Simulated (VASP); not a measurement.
# Si7B (P-43m) in VASP: notebook, part 2 of 2

VASP 6.6.1. The steps go on from the part before.

## (4) Relaxation of cell and atoms, PBE

INCAR reads:

```
PREC = Accurate
ENCUT = 600
EDIFF = 1E-7
ISMEAR = 0
SIGMA = 0.1
LREAL = F
LASPH = T
NELM = 60
ALGO = Normal
ISIF = 3
LWAVE = F
LCHARG = F
GGA = PE
IBRION = 2
NSW = 80
EDIFFG = -0.001
```

KPOINTS reads:

```
regular mesh
0
Gamma
  6 6 6
```

POSCAR reads:

```
Si7B
1.0
    5.2640244914      0.0000000000      0.0000000000
    0.0000000000      5.2640244914      0.0000000000
    0.0000000000      0.0000000000      5.2640244914
Si B
7 1
Direct
    0.2268677300      0.2268677300      0.2268677300
    0.0000000000      0.5000000000      0.5000000000
    0.5000000000      0.5000000000      0.0000000000
    0.5000000000      0.0000000000      0.5000000000
    0.7731322700      0.2268677300      0.7731322700
    0.7731322700      0.7731322700      0.2268677300
    0.2268677300      0.7731322700      0.7731322700
    0.0000000000      0.0000000000      0.0000000000
```

Potentials or basis: VASP PAW PBE potentials, release 64 (Si, B).

Run with:

```
cat potpaw_PBE.64/Si/POTCAR potpaw_PBE.64/B/POTCAR > POTCAR
mpirun -np 1 vasp_std > vasp.out
```

OUTCAR:

```text
PREC = Accurate
   ENCUT = 600
   EDIFF = 1E-7
   ISMEAR = 0
   LREAL = F
   LASPH = T
   NELM = 60
   ISIF = 3
   GGA = PE
   IBRION = 2
   NSW = 80
   EDIFFG = -0.001

 ion  position               nearest neighbor table
   1  0.227  0.227  0.227-   8 2.07   3 2.36   4 2.36   2 2.36
   2  0.000  0.500  0.500-   1 2.36   5 2.36   6 2.36   7 2.36
   3  0.500  0.500  0.000-   1 2.36   5 2.36   6 2.36   7 2.36
   4  0.500  0.000  0.500-   1 2.36   5 2.36   6 2.36   7 2.36
   5  0.773  0.227  0.773-   8 2.07   3 2.36   4 2.36   2 2.36
   6  0.773  0.773  0.227-   8 2.07   3 2.36   4 2.36   2 2.36
   7  0.227  0.773  0.773-   8 2.07   3 2.36   4 2.36   2 2.36
   8  0.000  0.000  0.000-   1 2.07   5 2.07   6 2.07   7 2.07

  LATTYP: Found a simple cubic cell.
 ALAT       =     5.2640244914

  Lattice vectors:

 A1 = (   5.2640244914,   0.0000000000,   0.0000000000)
 A2 = (   0.0000000000,   5.2640244914,   0.0000000000)
 A3 = (   0.0000000000,   0.0000000000,   5.2640244914)

Analysis of symmetry for initial positions (statically):
=====================================================================
 Subroutine PRICEL returns:
 Original cell was already a primitive cell.

 Routine SETGRP: Setting up the symmetry group for a
 simple cubic supercell.

 Subroutine GETGRP returns: Found 24 space group operations
 (whereof 24 operations were pure point group operations)
 out of a pool of 48 trial point group operations.

The static configuration has the point symmetry T_d .

Analysis of symmetry for dynamics (positions and initial velocities):
=====================================================================
 Subroutine PRICEL returns:
 Original cell was already a primitive cell.

 Routine SETGRP: Setting up the symmetry group for a
 simple cubic supercell.

 Subroutine GETGRP returns: Found 24 space group operations
 (whereof 24 operations were pure point group operations)
 out of a pool of 48 trial point group operations.

[... 114 lines left out ...]
   ISYM   =      2    0-nonsym 1-usesym 2-fastsym
   POTIM  = 0.5000    time-step for ionic-motion
   TEBEG  =    0.0;   TEEND  =   0.0 temperature during run
   PSTRESS=    0.0 pullay stress
   NELECT =      31.0000    total number of electrons
   NUPDOWN=      -1.0000    fix difference up-down
   EMIN   =  10.00;   EMAX   =-10.00  energy-range for DOS
   EFERMI =   0.00;   METHOD = LEGACY
   ISMEAR =     0;   SIGMA  =   0.10  broadening in eV -4-tet -1-fermi 0-gaus
   EFERMI_NEDOS =   21; number of points for ismear=-14 and -15
   IALGO  =     38    algorithm
   IMIX   =      4    mixing-type and parameters
     AMIX     =   0.40;   BMIX     =  1.00
     AMIX_MAG =   1.60;   BMIX_MAG =  1.00
  volume/ion in A,a.u.               =      18.23       123.04
  Fermi-wavevector in a.u.,A,eV,Ry     =   0.976962  1.846190 12.986135  0.954454
  Thomas-Fermi vector in A             =   2.107622
   LORBIT       =      0    0 simple, 1 ext, 2 COOP (PROOUT), +10 PAW based schemes
   GGA     = PE    functional components
   LHFCALC =     F    Hartree Fock is set to
   AEXX    =    0.0000 exact exchange contribution
   IVDW    =     0    specifies the selected vdW correction
   LEPSILON=     F    determine dielectric tensor
   LRPA    =     F    only Hartree local field effects (RPA)
 conjugate gradient relaxation of ions
 non-spin polarized calculation
 Gauss-broadening in eV      SIGMA  =   0.10
  energy-cutoff  :      600.00
  volume of cell :      145.87
 maximum number of plane-waves:      4945
   NGX = 21   NGY = 21   NGZ = 21

--------------------------------------- Ionic step        1  -------------------------------------------

 number of electron      31.0000002 magnetization

 Free energy of the ion-electron system (eV)
  ---------------------------------------------------
  ext. energy  EPLUGINS =         0.00000000
  ---------------------------------------------------
  free energy    TOTEN  =       -43.80075185 eV

  energy without entropy =      -43.79003925  energy(sigma->0) =      -43.79539555

------------------------ aborting loop because EDIFF is reached ----------------------------------------

  FORCE on cell =-STRESS in cart. coord.  units (eV):
  Direction    XX          YY          ZZ          XY          YZ          ZX
  --------------------------------------------------------------------------------------
  -------------------------------------------------------------------------------------
  Total       -0.0633264     -0.0633264     -0.0633264     -0.0000000     -0.0000000      0.0000000
  in kB       -0.6955714     -0.6955714     -0.6955714     -0.0000000     -0.0000000      0.0000000
  external PRESSURE =      -0.6955714 kB  Pullay stress =       0.0000000 kB
[... 155 lines left out ...]
--------------------------------------- Ionic step        5  -------------------------------------------

 number of electron      31.0000002 magnetization

 Free energy of the ion-electron system (eV)
  ---------------------------------------------------
  ext. energy  EPLUGINS =         0.00000000
  ---------------------------------------------------
  free energy    TOTEN  =       -43.80078658 eV

  energy without entropy =      -43.79013627  energy(sigma->0) =      -43.79546142

 E-fermi :   5.5134     XC(G=0):  -9.6335

 val. band max:        5.5131708417   @ k =   0.5000   0.5000   0.5000
 cond. band min:       5.5809104157   @ k =   0.3333   0.1667   0.0000
 fundamental gap:      0.0677395740
 Fermi energy:         5.5134485144

 k-point     1 :       0.0000    0.0000    0.0000
  band No.  band energies     occupation
      1      -6.2134      2.00000
      2      -1.7948      2.00000
      3      -1.7948      2.00000
      4      -1.7948      2.00000
      5      -1.7803      2.00000
      6      -1.7803      2.00000
[... 484 lines left out ...]
  FREE ENERGIE OF THE ION-ELECTRON SYSTEM (eV)
  ---------------------------------------------------
  free  energy   TOTEN  =       -43.8007865765 eV

  energy  without entropy=      -43.7901362688  energy(sigma->0) =      -43.79546142

 reached required accuracy - stopping structural energy minimisation
```

Wall time 1.7 min (1 thread of Intel Xeon 6975P-C (Granite Rapids), shared host); peak memory 0.29 GiB.

What came out:

| Item | Value |
| --- | --- |
| Free energy | -43.8008 eV |
| Relaxed volume | 18.22 Å³/atom |
| Relaxed cell | a = 5.263 Å, b = 5.263 Å, c = 5.263 Å, α = 90.00°, β = 90.00°, γ = 90.00° |
| Space group after relaxing (to 0.1 Å) | P-43m (No. 215) |
| Energy gained by relaxing | 0.0 meV/atom |
| Ionic steps | 5 |
| Pressure after relaxing | 0.0 GPa |
| Band gap on the k mesh | zero (an odd number of electrons rules out a gap without spin polarisation) |

Final structure:
```
Si B
1.0
     5.26280    0.00000    0.00000
     0.00000    5.26280    0.00000
     0.00000    0.00000    5.26280
Si B
7 1
Cartesian
  1.1942 1.1942 1.1942
  5.2628 2.6314 2.6314
  2.6314 2.6314 0.0000
  2.6314 0.0000 2.6314
  4.0686 1.1942 4.0686
  4.0686 4.0686 1.1942
  1.1942 4.0686 4.0686
  5.2628 0.0000 0.0000
```

## (5) Overview

| task | cell | cutoff (eV) | gap on the mesh (eV) | pressure (GPa) | largest force (eV/Å) |
| --- | --- | --- | --- | --- | --- |
| single point | a = 5.264 Å, 8 atoms, atomic positions A | 520 | none | -0.1 | 0.01 |
| single point | a = 5.434 Å, 8 atoms, atomic positions B | 520 | none | -7.6 | 0.02 |
| relaxation of cell and atoms | relaxed from a = 5.264 Å, 8 atoms, atomic positions A | 600 | none | 0.0 | - |

Alike in all rows: level PBE; potentials or basis VASP PAW PBE potentials, release 64 (Si, B); no spin polarisation; k mesh 6 × 6 × 6; smearing gaussian 0.1 eV.

Caveats: the cell stands under tension (at least some runs).

Total energies depend on the potentials used, so only differences within one code and one set of settings carry meaning.

The gap in the log of VASP goes by the Fermi energy; the results here count the filled bands.